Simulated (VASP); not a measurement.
Write the native input for VASP 6.6.1 that does the following.

```yaml
Task: electric field gradients
Functional: LDA
Potentials_or_basis: VASP PAW LDA potentials, release 64 (Ti_sv, B)
Cutoff: 420 eV
k_mesh: 13 × 13 × 13
Occupations: fermi-dirac, width 0.05 eV
Spin: no spin polarisation
Dipole_correction: no
Further_INCAR_settings: ALGO = Normal; EDIFF = 1e-08; NBANDS = 14
```

The structure of TiB lies in POSCAR:

```
TiB
1.0
    0.0000000000      2.1430200000      2.1010000000
    2.1430200000      0.0000000000      2.1010000000
    2.1430200000      2.1430200000      0.0000000000
Ti B
1 1
Direct
    0.7500000000      0.7500000000      0.7500000000
    0.0000000000      0.0000000000      0.0000000000
```

This cell differs from its parent crystal: equal xx and yy strain of +2 %.

These files were run (other wordings do the same):

INCAR

```
SYSTEM = TiB
ALGO = Normal
EDIFF = 1E-8
ENCUT = 420
GGA = CA
GGA_COMPAT = .False.
ISIF = 2
ISMEAR = -1
LASPH = .True.
LCHARG = .False.
LEFG = .True.
LREAL = .False.
LWAVE = .False.
NBANDS = 14
NELM = 120
PREC = Accurate
SIGMA = 0.05
```

KPOINTS

```
k-points
0
Gamma
  13 13 13
  0 0 0
```

Potentials or basis: VASP PAW LDA potentials, release 64 (Ti_sv, B).

Command:

```sh
$ cat potpaw_LDA.64/Ti_sv/POTCAR potpaw_LDA.64/B/POTCAR > POTCAR
$ mpirun -np 1 vasp_std > vasp.out
```

It gave:

The pressure is 89.1 GPa.

Caveat: the cell differs from its parent crystal (equal xx and yy strain of +2 %); without QUAD_EFG the Cq values of the log hold for a quadrupole moment of 1 mb, not for the nuclei.

It took 63 s on 1 thread of Intel Xeon 8259CL, on a shared host, peak memory 0.15 GiB.
